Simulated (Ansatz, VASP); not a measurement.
## MgS in VASP and in Ansatz

```
Mg S
1.0
     2.53854    2.53854    0.00000
    -2.53854    2.53854    0.00000
     0.00000    2.53854    2.57903
Mg S
1 1
Direct
  0.00000 0.00000 0.00000
  0.50000 0.50000 0.00000
```

Change from the starting cell: film at in-plane strain -0.01.

Alike in both runs: task single point; functional LDA; k mesh 8 × 8 × 8; no spin polarisation.

|  | VASP | Ansatz |
| --- | --- | --- |
| version | VASP 6.6.1 | Ansatz 0.2.0 |
| potentials or method | VASP PAW LDA potentials, release 64 (Mg, S), cutoff 520 eV | all-electron LAPW, scalar-relativistic |
| occupations | gaussian, width 0.01 eV | fixed |

VASP gave:

| Property | Result |
| --- | --- |
| gap on the k mesh at the Fermi level (eV) | 2.61 |
| pressure (GPa) | 0.7 |
| traceless stress, the component that is largest in VASP (GPa) | -1.35 |

Task: What did Ansatz give for the same quantities?

Result: gap on the k mesh at the Fermi level (eV): 2.61; pressure (GPa): 1.3; traceless stress, the component that is largest in VASP (GPa): -1.35.

LDA's correlation is that of Perdew and Zunger in VASP and of Perdew and Wang (1992) in Ansatz. Ansatz ran all-electron here, and VASP with PAW potentials.
